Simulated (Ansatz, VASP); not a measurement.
## AlNi: VASP beside Ansatz

INCAR

```
PREC     = Accurate       # precision mode
ENCUT    = 600            # plane-wave cutoff, eV
EDIFF    = 1E-7           # SCF threshold, eV
ISMEAR   = 1              # smearing method
SIGMA    = 0.1            # smearing width, eV
LREAL    = False          # projectors in reciprocal space
LASPH    = True           # aspherical terms in the spheres
NELM     = 120            # most SCF steps
ALGO     = Normal         # electronic algorithm
ISIF     = 3              # what is computed and relaxed
LWAVE    = False          # write WAVECAR
LCHARG   = False          # write CHGCAR
GGA      = PE             # functional
IBRION   = 2              # ionic algorithm
NSW      = 80             # ionic steps
EDIFFG   = -0.005         # ionic threshold
GGA_COMPAT= False        
NELMIN   = 4
```

File KPOINTS:

```
regular mesh
0
Gamma
  13 13 13
```

File POSCAR:

```
AlNi
1.0
    2.8597113000      0.0000000000      0.0000000000
    0.0000000000      2.8597113000      0.0000000000
    0.0000000000      0.0000000000      2.8597113000
Al Ni
1 1
Direct
    0.5000000000      0.5000000000      0.5000000000
    0.0000000000      0.0000000000      0.0000000000
```

Input for Ansatz:

```yaml
crystal:
  lattice:
    - [2.8597113, 0.0, 0.0]
    - [0.0, 2.8597113, 0.0]
    - [0.0, 0.0, 2.8597113]
  atoms:
    - { symbol: Al, position: [0.5, 0.5, 0.5] }
    - { symbol: Ni, position: [0.0, 0.0, 0.0] }
basis:
  ecutwfc: 420
  xc_grid: 2
hamiltonian:
  xc: pbe
  pseudopotentials: { kind: paw, azcp: { folder: soft_1 } }
kpoints:
  mp_grid: { grid: [13, 13, 13] }
scf:
  occupations: { method: methfessel_paxton, width: 0.1 }
  max_iter: 120
relax:
  f_tol: 0.005
  max_steps: 60
  cell: {}
output:
  forces: true
  stress: true
checkpoint:
  write: "../cell.run"
  compress: false
  write_wavefunctions: false
  write_every: 100000
```

Alike in both runs: task relaxation of cell and atoms; functional PBE; k mesh 13 × 13 × 13; occupations methfessel-paxton of order 1, width 0.1 eV; no spin polarisation.

|  | VASP | Ansatz |
| --- | --- | --- |
| version | VASP 6.6.1 | Ansatz 0.2.0 |
| potentials or method | VASP PAW PBE potentials, release 64 (Al, Ni), cutoff 600 eV | plane-wave PAW DFT |
| valence electrons in the cell | 13 | 21 |

|  | VASP | Ansatz | Ansatz less VASP |
| --- | --- | --- | --- |
| relaxed volume (Å³/atom) | 12.10 | 12.09 | -0.003 |
| relaxed cell length with the largest relative difference (Å) | 2.892 | 2.892 | -0.0003 |

VASP's potentials hold 13 valence electrons a cell and Ansatz's 21, so a difference there can come from the potentials and not from the codes.
